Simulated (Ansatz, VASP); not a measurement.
# One calculation of BaS, two programs

Contents of INCAR:

```
  PREC = Accurate
  ENCUT = 520
  EDIFF = 1E-6
  ISMEAR = 0
  SIGMA = 0.01
  LREAL = F
  LASPH = T
  NELM = 100
  ALGO = Normal
  ISIF = 2
  LWAVE = F
  LCHARG = F
  GGA = PS
  NBANDS = 15
```

File KPOINTS:

```
regular mesh
0
Gamma
  8 8 8
```

Contents of POSCAR:

```
BaS
1.0
    0.0000000000      3.1662966003      3.1662966003
    3.1662966003      0.0000000000      3.1662966003
    3.1662966003      3.1662966003      0.0000000000
Ba S
1 1
Direct
    0.0000000000      0.0000000000      0.0000000000
    0.5000000000      0.5000000000      0.5000000000
```

Input for Ansatz:

```yaml
crystal:
  lattice:
    - [0.0, 3.16629660031, 3.16629660031]
    - [3.16629660031, 0.0, 3.16629660031]
    - [3.16629660031, 3.16629660031, 0.0]
  atoms:
    - { symbol: Ba, position: [0.0, 0.0, 0.0] }
    - { symbol: S, position: [0.5, 0.5, 0.5] }
kpoints:
  mp_grid: { grid: [8, 8, 8] }
scf:
  occupations: { method: fixed }
hamiltonian:
  xc: pbesol
  pseudopotentials: { kind: paw }
output:
  forces: true
  stress: true
  eigenvalues: true
  eigenstates:
    nscf_kmesh: { grid: [12, 12, 12] }
    de_dk: true
    e_range: [-9, 12.03837852278]
  optics:
    e_range: [0, 20]
    de: 0.2
    sigma: 0.2
    bands: { spectra_wanted_up_to: 20 }
    nscf_kmesh: { grid: [12, 12, 12] }
checkpoint:
  write: ck
  write_wavefunctions: false
```

Alike in both runs: task single point; functional PBEsol; k mesh 8 × 8 × 8; no spin polarisation.

```csv
,VASP,Ansatz
version,VASP 6.6.1,Ansatz 0.2.0
potentials or method,"VASP PAW PBE potentials, release 64 (Ba_sv, S)","PAW with Ansatz's default frozen-core files, scalar-relativistic"
plane-wave cutoff (eV),520,420
occupations,"gaussian, width 0.01 eV",fixed
valence electrons in the cell,16,16
```

VASP gave:

- gap on the k mesh at the Fermi level (eV): 1.93
- pressure (GPa): 0.7

What did Ansatz give for the same quantities?

gap on the k mesh at the Fermi level (eV): 2.04; pressure (GPa): 0.0.

VASP's potentials were made for PBE, not for PBEsol.

Neither program's run includes spin-orbit coupling.
